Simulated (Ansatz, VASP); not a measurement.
**Sb in VASP and in Ansatz**

Contents of INCAR:

```
  PREC = Accurate
  ENCUT = 400
  EDIFF = 1E-8
  ISMEAR = -1
  SIGMA = 0.05
  LREAL = False
  LASPH = True
  NELM = 120
  ALGO = Normal
  ISIF = 2
  LWAVE = False
  LCHARG = False
  GGA = PE
  LEFG = True
  NBANDS = 8
  GGA_COMPAT = False
```

The input KPOINTS:

```
regular mesh
0
Gamma
  12 12 12
```

File POSCAR:

```
Sb
1.0
    0.0000000000      2.3050000000      2.3741500000
    2.3050000000      0.0000000000      2.3741500000
    2.3050000000      2.3050000000      0.0000000000
Sb
1
Direct
    0.0000000000      0.0000000000      0.0000000000
```

Input for Ansatz:

```yaml
crystal:
  lattice:
    - [0.0, 2.305, 2.37415]
    - [2.305, 0.0, 2.37415]
    - [2.305, 2.305, 0.0]
  atoms:
    - { symbol: Sb, position: [0.0, 0.0, 0.0] }
kpoints:
  mp_grid: { grid: [12, 12, 12] }
scf:
  occupations: { method: fermi_dirac, width: 0.05 }
hamiltonian:
  xc: pbe
  pseudopotentials: { kind: all_electron, datasets: crystal }
output:
  forces: true
  stress: true
  eigenvalues: true
  efg: { contact_densities: true }
```

Change from the starting cell: zz strain of +3 %, crystal datasets.

Alike in both runs: task electric field gradients; functional PBE; k mesh 12 × 12 × 12; occupations fermi-dirac, width 0.05 eV; no spin polarisation.

|  | VASP | Ansatz |
| --- | --- | --- |
| version | VASP 6.6.1 | Ansatz 0.2.0 |
| potentials or method | VASP PAW PBE potentials, release 64 (Sb), cutoff 400 eV | all-electron PAW with datasets made for the crystal, scalar-relativistic |

|  | VASP | Ansatz | Ansatz less VASP |
| --- | --- | --- | --- |
| pressure (GPa) | 6.1 | 6.2 | +0.15 |
| traceless stress, the component that is largest in VASP (GPa) | 0.71 | 0.72 | +0.006 |
| size of Vzz on the site where it differs most (V/Å²) | 5.0 | 5.8 | +0.74 |

Ansatz ran all-electron here, and VASP with PAW potentials.

Spin-orbit coupling is off throughout.
